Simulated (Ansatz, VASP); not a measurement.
**One calculation of Mo, two programs**

The input POSCAR:

```
Mo
1.0
    2.7900502024      0.0000000000      0.0000000000
   -1.3950251012      2.4162543531      0.0000000000
    0.0000000000      0.0000000000      2.6099175529
Mo
1
Direct
    0.0000000000      0.0000000000      0.5000000000
```

Contents of INCAR.step1:

```
SYSTEM = Mo
  PREC = Accurate
  ENCUT = 520
  ISMEAR = 0
  SIGMA = 0.15
  LREAL = .False.
  LASPH = .True.
  NELM = 60
  NBANDS = 13
  GGA = PE
  ALGO = Normal
  EDIFF = 1E-4
  LWAVE = .True.
  LCHARG = .False.
```

INCAR.step2

```
SYSTEM = Mo
  PREC = Accurate
  ENCUT = 520
  EDIFF = 1E-7
  ISMEAR = 0
  SIGMA = 0.15
  LREAL = .False.
  LASPH = .True.
  NELM = 60
  ALGO = Normal
  ISIF = 2
  LWAVE = .False.
  LCHARG = .True.
  METAGGA = R2SCAN
  LMIXTAU = .True.
  LELF = .True.
  LVHAR = .True.
  NBANDS = 13
  ISTART = 1
```

File KPOINTS:

```
Automatic mesh
0
Gamma
  24 24 24
  0 0 0
```

Input for Ansatz:

```yaml
crystal:
  lattice:
    - [2.7900502024, 0.0, 0.0]
    - [-1.3950251012, 2.4162543531, 0.0]
    - [0.0, 0.0, 2.6099175529]
  atoms:
    - { symbol: Mo, position: [0.0, 0.0, 0.5] }
basis:
  ecutwfc: 500
kpoints:
  mp_grid: { grid: [24, 24, 24] }
hamiltonian:
  xc: r2scan
scf:
  occupations: { method: gaussian, width: 0.15 }
output:
  forces: true
  stress: true
  eigenvalues: true
```

Change from the starting cell: strain +0.015 along x and y, +0.030 along z, atoms carried along.

Alike in both runs: task single point; functional r2SCAN; k mesh 24 × 24 × 24; occupations gaussian, width 0.15 eV; no spin polarisation.

```csv
,VASP,Ansatz
version,VASP 6.6.1,Ansatz 0.2.0
potentials or method,"VASP PAW PBE potentials, release 64 (Mo_sv), cutoff 520 eV","scalar-relativistic, plane waves, PAW"
valence electrons in the cell,14,14
```

Ansatz gave:

```
gap on the k mesh at the Fermi level (eV)                     : none
pressure (GPa)                                                : -11.2
traceless stress, the component that is largest in VASP (GPa) : -2.99
```

Task: What did VASP give for the same quantities?

Result: gap on the k mesh at the Fermi level (eV): none; pressure (GPa): -10.4; traceless stress, the component that is largest in VASP (GPa): -2.85.

VASP's potentials were made for PBE, not for r2SCAN. A gap of «none» marks a metal or a gap that the smearing closes. The functional is the same, so the differences come from potentials, cutoffs and numerics.
